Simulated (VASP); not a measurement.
Write the native input for VASP 6.6.1 that does the following.

| Property | Result |
| --- | --- |
| Task | single point |
| Functional | r2SCAN |
| Potentials or basis | VASP PAW PBE potentials, release 64 (Cd, S) |
| Cutoff | 520 eV |
| k mesh | 8 × 8 × 8 |
| Occupations | gaussian, width 0.05 eV |
| Spin | no spin polarisation |
| Dipole correction | no |
| Further INCAR settings | ALGO = Normal; EDIFF = 1e-06; NBANDS = 16 |

CdS:

```
CELL_PARAMETERS angstrom
0.00000 2.79360 3.02640
2.79360 0.00000 3.02640
2.79360 2.79360 0.00000
ATOMIC_POSITIONS crystal
Cd 0.00000 0.00000 0.00000
S 0.75000 0.75000 0.75000
```

This cell differs from its parent crystal: strain -0.040 along x and y, +0.040 along z.

These files were run (other wordings do the same):

POSCAR

```
CdS
1.0
    0.0000000000      2.7936000000      3.0264000000
    2.7936000000      0.0000000000      3.0264000000
    2.7936000000      2.7936000000      0.0000000000
Cd S
1 1
Direct
    0.0000000000      0.0000000000      0.0000000000
    0.7500000000      0.7500000000      0.7500000000
```

INCAR.step1

```
ALGO = Normal
EDIFF = 1E-4
ENCUT = 520
GGA = PE
ISMEAR = 0
LASPH = True
LCHARG = False
LREAL = False
LWAVE = True
NBANDS = 16
NELM = 60
PREC = Accurate
SIGMA = 0.05
```

INCAR.step2

```
ALGO = Normal
EDIFF = 1E-6
ENCUT = 520
ISIF = 2
ISMEAR = 0
ISTART = 1
LASPH = True
LCHARG = False
LMIXTAU = True
LREAL = False
LWAVE = False
METAGGA = R2SCAN
NBANDS = 16
NELM = 60
PREC = Accurate
SIGMA = 0.05
```

KPOINTS

```
k-points
0
Gamma
  8 8 8
```

Potentials or basis: VASP PAW PBE potentials, release 64 (Cd, S).

The run is started by

```bash
$ cat potpaw_PBE.64/Cd/POTCAR potpaw_PBE.64/S/POTCAR > POTCAR
$ cp INCAR.step1 INCAR
$ mpirun -np 1 vasp_std > vasp.out
$ cp INCAR.step2 INCAR
$ mpirun -np 1 vasp_std > vasp.out
```

It gave:

The pressure is 5.3 GPa and the band gap on the k mesh is 1.60 eV, direct.

Caveat: the cell differs from its parent crystal (strain -0.040 along x and y, +0.040 along z); the PAW data sets were made with another functional, which shifts forces and pressure a little.

Wall time 88 s on 1 thread of Intel(R) Xeon(R) Platinum 8488C (Sapphire Rapids) (shared host), peak memory 0.2 GiB.
